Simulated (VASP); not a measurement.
# Y (Pm-3m) in VASP: further runs

Y is run at these levels: PBE; tasks: single point.

Program: VASP 6.6.1. These are calculated values, not measurements. Logs are shortened: lines on timing, memory, paths and dates and some standing lists are left out, and cuts for length are marked.

## 1. The cell of the first run

It takes space group Pm-3m (No. 221, cubic). Conventional cell: a = 3.267 Å, b = 3.267 Å, c = 3.267 Å, α = 90.00°, β = 90.00°, γ = 90.00°. Within 4.3 Å of Y (site symmetry m-3m) lie 6 Y at 3.27 Å.

## 2. Single point, PBE

Contents of INCAR:

```
SYSTEM = Y
PREC = Accurate
ENCUT = 520
EDIFF = 1E-6
ISMEAR = -1
SIGMA = 0.08
LREAL = .False.
LASPH = .True.
NELM = 100
ALGO = Normal
ISIF = 2
LWAVE = .False.
LCHARG = .False.
GGA = PE
NBANDS = 12
```

Contents of KPOINTS:

```
regular mesh
0
Gamma
  12 12 12
  0 0 0
```

Contents of POSCAR:

```
Y
1.0
    3.2667355472      0.0000000000      0.0000000000
    0.0000000000      3.2667355472      0.0000000000
    0.0000000000      0.0000000000      3.2667355472
Y
1
Direct
    0.0000000000      0.0000000000      0.0000000000
```

Potentials or basis: VASP PAW PBE potentials, release 64 (Y_sv).

On the command line:

```
$ cat potpaw_PBE.64/Y_sv/POTCAR > POTCAR
$ mpirun -np 1 vasp_std > vasp.out
```

OUTCAR:

```text
SYSTEM = Y
   PREC = Accurate
   ENCUT = 520
   EDIFF = 1E-6
   ISMEAR = -1
   LREAL = .False.
   LASPH = .True.
   NELM = 100
   ISIF = 2
   GGA = PE

 ion  position               nearest neighbor table
   1  0.000  0.000  0.000-

  LATTYP: Found a simple cubic cell.
 ALAT       =     3.2667355472

  Lattice vectors:

 A1 = (   3.2667355472,   0.0000000000,   0.0000000000)
 A2 = (   0.0000000000,   3.2667355472,   0.0000000000)
 A3 = (   0.0000000000,   0.0000000000,   3.2667355472)

Analysis of symmetry for initial positions (statically):
=====================================================================
 Subroutine PRICEL returns:
 Original cell was already a primitive cell.

 Routine SETGRP: Setting up the symmetry group for a
 simple cubic supercell.

 Subroutine GETGRP returns: Found 48 space group operations
 (whereof 48 operations were pure point group operations)
 out of a pool of 48 trial point group operations.

The static configuration has the point symmetry O_h .

Analysis of symmetry for dynamics (positions and initial velocities):
=====================================================================
 Subroutine PRICEL returns:
 Original cell was already a primitive cell.

 Routine SETGRP: Setting up the symmetry group for a
 simple cubic supercell.

 Subroutine GETGRP returns: Found 48 space group operations
 (whereof 48 operations were pure point group operations)
 out of a pool of 48 trial point group operations.

The dynamic configuration has the point symmetry O_h .

 Subroutine INISYM returns: Found 48 space group operations
 (whereof 48 operations are pure point group operations),
 and found     1 'primitive' translations

----------------------------------------------------------------------------------------

                                     Primitive cell

  volume of cell :      34.8612

  direct lattice vectors                    reciprocal lattice vectors
     3.266735547  0.000000000  0.000000000     0.306115994  0.000000000  0.000000000
     0.000000000  3.266735547  0.000000000     0.000000000  0.306115994  0.000000000
     0.000000000  0.000000000  3.266735547     0.000000000  0.000000000  0.306115994

  length of vectors
     3.266735547  3.266735547  3.266735547     0.306115994  0.306115994  0.306115994

  position of ions in fractional coordinates (direct lattice)
     0.000000000  0.000000000  0.000000000

  ion indices of the primitive-cell ions
   primitive index   ion index
                 1           1

----------------------------------------------------------------------------------------

 KPOINTS: regular mesh

Automatic generation of k-mesh.
 Grid dimensions read from file:
 generate k-points for:   12   12   12

 Generating k-lattice:

  Cartesian coordinates                     Fractional coordinates (reciprocal lattice)
     0.025509666  0.000000000  0.000000000     0.083333333  0.000000000  0.000000000
     0.000000000  0.025509666  0.000000000     0.000000000  0.083333333  0.000000000
     0.000000000  0.000000000  0.025509666     0.000000000  0.000000000  0.083333333

  Length of vectors
     0.025509666  0.025509666  0.025509666

  Shift w.r.t. Gamma in fractional coordinates (k-lattice)
     0.000000000  0.000000000  0.000000000

 Subroutine IBZKPT returns following result:
 ===========================================

 Found     84 irreducible k-points:

 Following reciprocal coordinates:
            Coordinates               Weight
  0.000000  0.000000  0.000000      1.000000
  0.083333  0.000000  0.000000      6.000000
  0.166667  0.000000  0.000000      6.000000
  0.250000  0.000000  0.000000      6.000000
  0.333333  0.000000  0.000000      6.000000
  0.416667  0.000000  0.000000      6.000000
[... 16 lines left out ...]
  0.333333  0.333333  0.000000     12.000000
  0.416667  0.333333  0.000000     24.000000
 [... further k-points ...]
   k-points           NKPTS =     84   k-points in BZ     NKDIM =     84   number of bands    NBANDS=     12
   number of dos      NEDOS =    301   number of ions     NIONS =      1
   total plane-waves  NPLWV =  13824
   dimension x,y,z NGX =    24 NGY =   24 NGZ =   24
   dimension x,y,z NGXF=    48 NGYF=   48 NGZF=   48
   ions per type =               1
   NGX,Y,Z   is equivalent  to a cutoff of  12.21, 12.21, 12.21 a.u.
   NGXF,Y,Z  is equivalent  to a cutoff of  24.43, 24.43, 24.43 a.u.
 SYSTEM =  Y
   PREC   = accura    normal or accurate (medium, high low for compatibility)
   ISTART =      0    job   : 0-new  1-cont  2-samecut
   ICHARG =      2    charge: 1-file 2-atom 10-const
   ISPIN  =      1    spin polarized calculation?
   LNONCOLLINEAR =      F non collinear calculations
   LSORBIT =      F    spin-orbit coupling
   LASPH  =      T    aspherical Exc in radial PAW
   ENCUT  =  520.0 eV  38.22 Ry    6.18 a.u.   6.07  6.07  6.07*2*pi/ulx,y,z
   NELM   =    100;   NELMIN=  2; NELMDL= -5     # of ELM steps
   EDIFF  = 0.1E-05   stopping-criterion for ELM
   LREAL  =      F    real-space projection
   EDIFFG = 0.1E-04   stopping-criterion for IOM
   NSW    =      0    number of steps for IOM
   IBRION =     -1    ionic relax: 0-MD 1-quasi-New 2-CG
   NFREE  =      0    steps in history (QN), initial steepest desc. (CG)
   ISIF   =      2    stress and relaxation
   ISYM   =      2    0-nonsym 1-usesym 2-fastsym
   POTIM  = 0.5000    time-step for ionic-motion
   TEBEG  =    0.0;   TEEND  =   0.0 temperature during run
   PSTRESS=    0.0 pullay stress
   NELECT =      11.0000    total number of electrons
   NUPDOWN=      -1.0000    fix difference up-down
   EMIN   =  10.00;   EMAX   =-10.00  energy-range for DOS
   EFERMI =   0.00;   METHOD = LEGACY
   ISMEAR =    -1;   SIGMA  =   0.08  broadening in eV -4-tet -1-fermi 0-gaus
   EFERMI_NEDOS =   21; number of points for ismear=-14 and -15
   IALGO  =     38    algorithm
   IMIX   =      4    mixing-type and parameters
     AMIX     =   0.40;   BMIX     =  1.00
     AMIX_MAG =   1.60;   BMIX_MAG =  1.00
  volume/ion in A,a.u.               =      34.86       235.25
  Fermi-wavevector in a.u.,A,eV,Ry     =   1.114530  2.106156 16.900845  1.242177
  Thomas-Fermi vector in A             =   2.251126
   LORBIT       =      0    0 simple, 1 ext, 2 COOP (PROOUT), +10 PAW based schemes
   GGA     = PE    functional components
   LHFCALC =     F    Hartree Fock is set to
   AEXX    =    0.0000 exact exchange contribution
   IVDW    =     0    specifies the selected vdW correction
   LEPSILON=     F    determine dielectric tensor
   LRPA    =     F    only Hartree local field effects (RPA)
 non-spin polarized calculation
  energy-cutoff  :      520.00
  volume of cell :       34.86
 maximum number of plane-waves:       968
   NGX = 13   NGY = 13   NGZ = 13

 number of electron      10.9999998 magnetization

 Free energy of the ion-electron system (eV)
  ---------------------------------------------------
  ext. energy  EPLUGINS =         0.00000000
  ---------------------------------------------------
  free energy    TOTEN  =        -5.66134931 eV

  energy without entropy =       -5.60511146  energy(sigma->0) =       -5.63323038

 E-fermi :   2.7093     XC(G=0):  -9.1463

 val. band max:        2.7047121773   @ k =   0.5000   0.2500   0.1667
 cond. band min:       2.7353285044   @ k =   0.2500   0.2500   0.0000
 fundamental gap:      0.0306163272
 Fermi energy:         2.7093082886

 k-point     1 :       0.0000    0.0000    0.0000
  band No.  band energies     occupation
      1     -40.2999      2.00000
      2     -19.9471      2.00000
      3     -19.9471      2.00000
      4     -19.9471      2.00000
      5      -1.7609      2.00000
      6       2.1067      1.99893
      7       2.1067      1.99893
      8       7.8869      0.00000
      9       7.8869      0.00000
     10       7.8869      0.00000
     11      12.8013      0.00000
     12      12.8013      0.00000

 k-point     2 :       0.0833    0.0000    0.0000
  band No.  band energies     occupation
      1     -40.2955      2.00000
      2     -19.9964      2.00000
      3     -19.9429      2.00000
      4     -19.9429      2.00000
      5      -1.6258      2.00000
      6       2.1477      1.99822
      7       2.2226      1.99545
      8       7.6295      0.00000
      9       7.6295      0.00000
     10       7.9032      0.00000
     11      12.1407      0.00000
     12      13.1307      0.00000

 k-point     3 :       0.1667    0.0000    0.0000
  band No.  band energies     occupation
      1     -40.2835      2.00000
      2     -20.1290      2.00000
      3     -19.9316      2.00000
      4     -19.9316      2.00000
      5      -1.2458      2.00000
      6       2.2631      1.99247
      7       2.5328      1.80167
      8       7.0472      0.00000
      9       7.0472      0.00000
     10       7.9482      0.00000
     11      10.9626      0.00000
     12      13.9165      0.00000
[... 286 lines left out ...]
 k-point    23 :       0.3333    0.3333    0.0000
  band No.  band energies     occupation
      1     -40.2019      2.00000
      2     -20.4164      2.00000
      3     -20.4009      2.00000
      4     -19.8557      2.00000
      5       1.1282      2.00000
      6       2.4592      1.91591
      7       4.7824      0.00000
      8       5.0922      0.00000
      9       6.1661      0.00000
     10       6.3849      0.00000
     11      10.2884      0.00000
     12      12.1335      0.00000

 k-point    24 :       0.4167    0.3333    0.0000
  band No.  band energies     occupation
      1     -40.1900      2.00000
      2     -20.5263      2.00000
      3     -20.3919      2.00000
      4     -19.8447      2.00000
      5       1.2644      2.00000
      6       2.4239      1.94512
      7       4.9247      0.00000
      8       5.6876      0.00000
      9       5.9436      0.00000
     10       6.3825      0.00000
     11       9.9465      0.00000
     12      12.5865      0.00000

 [... further k-points ...]

------------------------ aborting loop because EDIFF is reached ----------------------------------------

  FORCE on cell =-STRESS in cart. coord.  units (eV):
  Direction    XX          YY          ZZ          XY          YZ          ZX
  --------------------------------------------------------------------------------------
  -------------------------------------------------------------------------------------
  Total       -0.0105618     -0.0105618     -0.0105618      0.0000000     -0.0000000      0.0000000
  in kB       -0.4854072     -0.4854072     -0.4854072      0.0000000     -0.0000000      0.0000000
  external PRESSURE =      -0.4854072 kB  Pullay stress =       0.0000000 kB

 VOLUME and BASIS-vectors are now :
 -----------------------------------------------------------------------------
  energy-cutoff  :      520.00
  volume of cell :       34.86
      direct lattice vectors                 reciprocal lattice vectors
     3.266735547  0.000000000  0.000000000     0.306115994  0.000000000  0.000000000
     0.000000000  3.266735547  0.000000000     0.000000000  0.306115994  0.000000000
     0.000000000  0.000000000  3.266735547     0.000000000  0.000000000  0.306115994

 POSITION                                       TOTAL-FORCE (eV/Angst)
 -----------------------------------------------------------------------------------
      0.00000      0.00000      0.00000         0.000000      0.000000      0.000000
 -----------------------------------------------------------------------------------
    total drift:                                0.000000      0.000000      0.000000

  FREE ENERGIE OF THE ION-ELECTRON SYSTEM (eV)
  ---------------------------------------------------
  free  energy   TOTEN  =        -5.6613493072 eV

  energy  without entropy=       -5.6051114553  energy(sigma->0) =       -5.63323038
```

Wall time 16 s (1 thread of AMD EPYC 9R45 (Zen 5), shared host); peak memory 0.14 GiB.

What came out:

| Item | Value |
| --- | --- |
| Free energy | -5.6613 eV |
| Pressure | 0.0 GPa |

## 3. Single point, PBE, collinear spin, ferromagnetic start

Contents of INCAR:

```
ALGO = Normal ; EDIFF = 1E-6
ENCUT = 520 ; GGA = PE
ISIF = 2 ; ISMEAR = -5
ISPIN = 2 ; LASPH = True
LCHARG = False ; LMAXMIX = 4
LORBIT = 11 ; LREAL = False
LWAVE = False ; MAGMOM = 0.7
NBANDS = 16 ; NELM = 150
PREC = Accurate ; SIGMA = 0.1
```

Contents of KPOINTS:

```
k-points
0
Gamma
  12 12 12
```

POSCAR is that of step 2.

Potentials or basis: VASP PAW PBE potentials, release 64 (Y_sv).

On the command line:

```
$ cat potpaw_PBE.64/Y_sv/POTCAR > POTCAR
$ mpirun -np 1 vasp_std > vasp.out
```

OUTCAR:

```text
EDIFF = 1E-6
   ENCUT = 520
   GGA = PE
   ISIF = 2
   ISMEAR = -5
   ISPIN = 2
   LASPH = True
   LORBIT = 11
   LREAL = False
   NELM = 150
   PREC = Accurate

 ion  position               nearest neighbor table
   1  0.000  0.000  0.000-

  LATTYP: Found a simple cubic cell.
 ALAT       =     3.2667355472

  Lattice vectors:

 A1 = (   3.2667355472,   0.0000000000,   0.0000000000)
 A2 = (   0.0000000000,   3.2667355472,   0.0000000000)
 A3 = (   0.0000000000,   0.0000000000,   3.2667355472)

Analysis of symmetry for initial positions (statically):
=====================================================================
 Subroutine PRICEL returns:
 Original cell was already a primitive cell.

 Routine SETGRP: Setting up the symmetry group for a
 simple cubic supercell.

 Subroutine GETGRP returns: Found 48 space group operations
 (whereof 48 operations were pure point group operations)
 out of a pool of 48 trial point group operations.

The static configuration has the point symmetry O_h .

Analysis of symmetry for dynamics (positions and initial velocities):
[... 185 lines left out ...]
      2     -20.0649      1.00000
      3     -20.0649      1.00000
      4     -20.0649      1.00000
      5      -2.0053      1.00000
      6       1.6944      1.00000
[... 435 lines left out ...]
      5       1.0952      1.00000
      6       2.0588      1.00000
[... 8 lines left out ...]
     15      17.7443      0.00000
     16      18.3109      0.00000

 [... further k-points ...]

 spin component 2

 k-point     1 :       0.0000    0.0000    0.0000
  band No.  band energies     occupation
      1     -40.1385      1.00000
      2     -19.7701      1.00000
      3     -19.7701      1.00000
      4     -19.7701      1.00000
      5      -1.4592      1.00000
      6       2.6434      1.05206
[... 435 lines left out ...]
      5       1.4547      1.00000
      6       2.9016      0.00165
[... 8 lines left out ...]
     15      17.9093      0.00000
     16      19.1921      0.00000

 [... further k-points ...]
[... 5 lines left out ...]
  --------------------------------------------------------------------------------------
  -------------------------------------------------------------------------------------
  Total        0.0446879      0.0446879      0.0446879     -0.0000000      0.0000000      0.0000000
  in kB        2.0538031      2.0538031      2.0538031     -0.0000000      0.0000000      0.0000000
  external PRESSURE =       2.0538031 kB  Pullay stress =       0.0000000 kB

 VOLUME and BASIS-vectors are now :
 -----------------------------------------------------------------------------
  energy-cutoff  :      520.00
  volume of cell :       34.86
      direct lattice vectors                 reciprocal lattice vectors
     3.266735547  0.000000000  0.000000000     0.306115994  0.000000000  0.000000000
     0.000000000  3.266735547  0.000000000     0.000000000  0.306115994  0.000000000
     0.000000000  0.000000000  3.266735547     0.000000000  0.000000000  0.306115994

 POSITION                                       TOTAL-FORCE (eV/Angst)
 -----------------------------------------------------------------------------------
      0.00000      0.00000      0.00000         0.000000      0.000000      0.000000
 -----------------------------------------------------------------------------------
    total drift:                                0.000000     -0.000000     -0.000000

  FREE ENERGIE OF THE ION-ELECTRON SYSTEM (eV)
  ---------------------------------------------------
  free  energy   TOTEN  =        -5.6537510567 eV

  energy  without entropy=       -5.6537510567  energy(sigma->0) =       -5.65375106

 total charge

# of ion       s       p       d       f       tot
--------------------------------------------------
    1        2.278   6.162   1.030   0.007   9.477

 magnetization (x)

# of ion       s       p       d       f       tot
--------------------------------------------------
    1        0.047   0.071   0.474   0.003   0.595
```

Wall time 55 s (1 thread of AMD EPYC 9R45 (Zen 5), shared host); peak memory 0.18 GiB.

Results:

```
Free energy                                           : -5.6538 eV
Pressure                                              : 0.2 GPa
Net moment                                            : 0.83 μB per cell
Site moments                                          : Y +0.59 μB
Valence electrons inside the program's atomic spheres : Y 9.48
```

Caveat: tetrahedron occupations give inexact forces and stress in metals.

## 4. Single point, PBE (volume scaled by 0.45)

Contents of INCAR:

```
SYSTEM = Y
PREC = Accurate
ENCUT = 520
EDIFF = 1E-7
ISMEAR = -1
SIGMA = 0.08
LREAL = .FALSE.
LASPH = .TRUE.
NELM = 60
ALGO = Normal
ISIF = 2
LWAVE = .FALSE.
LCHARG = .FALSE.
GGA = PE
NBANDS = 12
```

Contents of KPOINTS:

```
Automatic mesh
0
G
  12 12 12
  0 0 0
```

Contents of POSCAR:

```
Y
1.0
    2.5033302629      0.0000000000      0.0000000000
    0.0000000000      2.5033302629      0.0000000000
    0.0000000000      0.0000000000      2.5033302629
Y
1
Direct
    0.0000000000      0.0000000000      0.0000000000
```

On the command line:

```
$ cat potpaw_PBE.64/Y_sv/POTCAR > POTCAR
$ mpirun -np 1 vasp_std > vasp.out
```

It took 9.1 s on 1 thread of Intel Xeon Platinum 8559C (Emerald Rapids), shared host; peak memory 0.14 GiB.

The run converged. Its results:

```
Free energy : -2.9278 eV
Pressure    : 89.7 GPa
```

Levels at points of the mesh, in eV from the Fermi level:
| k point | band 2 | band 3 | band 4 | band 5 | band 6 | band 7 | band 8 | band 9 |
| --- | --- | --- | --- | --- | --- | --- | --- | --- |
| (0.00, 0.00, 0.00) | -20.31 | -20.31 | -20.31 | -4.06 | -2.46 | -2.46 | 11.18 | 11.18 |
| (0.50, 0.00, 0.00) | -25.44 | -19.72 | -19.72 | -0.80 | -0.19 | 3.06 | 4.50 | 4.50 |
| (0.50, 0.50, 0.00) | -24.46 | -24.46 | -19.19 | -5.64 | 1.49 | 6.01 | 6.01 | 9.62 |
| (0.50, 0.50, 0.50) | -23.62 | -23.62 | -23.62 | -2.96 | -2.96 | -2.96 | 5.56 | 16.02 |

## 5. Single point, PBE (volume scaled by 0.45)

Contents of INCAR:

```
PREC = Accurate
ENCUT = 520
EDIFF = 1E-7
ISMEAR = -1
SIGMA = 0.08
LREAL = False
LASPH = True
NELM = 100
ALGO = Normal
ISIF = 2
LWAVE = False
LCHARG = True
GGA = PE
LELF = True
LVHAR = True
NBANDS = 12
```

Contents of KPOINTS:

```
Automatic mesh
0
Gamma
  12 12 12
```

POSCAR is that of step 4.

On the command line:

```
$ cat potpaw_PBE.64/Y_sv/POTCAR > POTCAR
$ mpirun -np 1 vasp_std > vasp.out
```

It took 9 s on 1 thread of Intel Xeon Platinum 8559C (Emerald Rapids), shared host; peak memory 0.14 GiB.

It converged, with:

```yaml
Free_energy: -2.9278 eV
Pressure: 89.7 GPa
```

Levels at points of the mesh, in eV from the Fermi level:
```
           k point  band 1  band 2  band 3  band 4  band 5  band 6  band 7  band 8  band 9  band 10
(0.00, 0.00, 0.00)  -43.34  -20.31  -20.31  -20.31   -4.06   -2.46   -2.46   11.18   11.18    11.18
(0.50, 0.00, 0.00)  -42.36  -25.44  -19.72  -19.72   -0.80   -0.19    3.06    4.50    4.50    12.00
(0.50, 0.50, 0.00)  -41.43  -24.46  -24.46  -19.19   -5.64    1.49    6.01    6.01    9.62     9.62
(0.50, 0.50, 0.50)  -40.54  -23.62  -23.62  -23.62   -2.96   -2.96   -2.96    5.56   16.02    16.02
```

## 6. The runs side by side

| spin | cell | smearing | gap on the mesh (eV) | pressure (GPa) |
| --- | --- | --- | --- | --- |
| off | a = 3.267 Å, 1 atom | fermi-dirac 0.08 eV | none | 0.0 |
| collinear, ferromagnetic start | a = 3.267 Å, 1 atom | tetrahedron | none | 0.2 |
| off | a = 2.503 Å, 1 atom | fermi-dirac 0.08 eV | none | 89.7 |

Alike in all rows: task single point; level PBE; potentials or basis VASP PAW PBE potentials, release 64 (Y_sv); k mesh 12 × 12 × 12; cutoff (eV) 520.

Caveats: tetrahedron occupations give inexact forces and stress in metals (some runs).

Absolute energies hang on the potentials; compare differences alone.
